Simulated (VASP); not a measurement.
A run of VASP 6.6.1:

INCAR

```
PREC = Accurate
ENCUT = 520
EDIFF = 1E-7
ISMEAR = -1
SIGMA = 0.1
LREAL = F
LASPH = T
NELM = 60
ALGO = Normal
ISIF = 2
LWAVE = F
LCHARG = F
LDIPOL = T
IDIPOL = 3
DIPOL = 0.5 0.5 0.500
GGA = PE
NBANDS = 51
```

File KPOINTS:

```
Automatic mesh
0
Gamma
  13 13 1
```

File POSCAR:

```
Mo
1.0
    2.7373676766      0.0000000000      0.0000000000
   -0.9124558922      2.5808149956      0.0000000000
    0.0000000000      0.0000000000     27.1753000000
Mo
6
Direct
    0.2500000000      0.2500000000      0.2975287540
    0.7500000000      0.7500000000      0.3760736566
    0.2500000000      0.2500000000      0.4587810267
    0.7500000000      0.7500000000      0.5412189744
    0.2500000000      0.2500000000      0.6239263435
    0.7500000000      0.7500000000      0.7024712447
```

Potentials or basis: VASP PAW PBE potentials, release 64 (Mo_sv).

Command:

```console
$ cat potpaw_PBE.64/Mo_sv/POTCAR > POTCAR
$ mpirun -np 1 vasp_std > vasp.out
```

Hardware: 1 thread of Intel Xeon 8259CL, on a shared host.

Problem. Estimate the wall time of this run.

Solution. It took 36 min on 1 thread of Intel Xeon 8259CL, with other jobs on the host, peak memory 0.48 GiB. Counts: scf iterations 37, k points 49.
